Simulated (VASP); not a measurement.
Input of a VASP 6.6.1 run:

INCAR

```
ALGO = Normal
EDIFF = 1E-7
EDIFFG = -0.005
ENCUT = 600
GGA = PE
IBRION = 2
ISIF = 3
ISMEAR = -1
LASPH = T
LCHARG = F
LREAL = F
LWAVE = F
NELM = 60
NSW = 32
PREC = Accurate
PSTRESS = 3900.0
SIGMA = 0.1
```

The input KPOINTS:

```
k-points
0
Gamma
  20 20 20
```

Contents of POSCAR:

```
Ge
1.0
   -1.9779455607      1.9779455607      1.0719504576
    1.9779455607     -1.9779455607      1.0719504576
    1.9779455607      1.9779455607     -1.0719504576
Ge
2
Direct
   -0.3750000000     -0.1250000000     -0.2500000000
    0.3750000000      0.1250000000      0.2500000000
```

Potentials or basis: VASP PAW PBE potentials, release 64 (Ge_d).

The run is started by

```sh
$ cat potpaw_PBE.64/Ge_d/POTCAR > POTCAR
$ mpirun -np 1 vasp_std > vasp.out
```

Question: What does it give for the relaxed volume?

Answer: 8.41 Å³/atom.

Question: Predict the relaxed cell.

Answer: a = 2.998 Å, b = 2.998 Å, c = 2.998 Å, α = 97.35°, β = 97.35°, γ = 138.08°.

Question: Estimate the band gap on the k mesh.

Answer: Zero (bands 14 and 15 overlap by 11.93 eV).

Step by step:
```csv
step,energy change (eV),largest force (eV/Å),pressure (GPa),volume (Å³)
1,0.0000,0.0000,393.35,16.78
2,-1.0085,0.0000,359.99,17.20
3,-0.1025,0.0000,389.96,16.82
4,-0.1004,0.0000,390.05,16.82
5,-0.0985,0.0000,390.06,16.82
6,-0.0997,0.0000,390.06,16.82
```

Caveat: the cell is relaxed towards a set pressure, so the run minimises the enthalpy, not the energy.
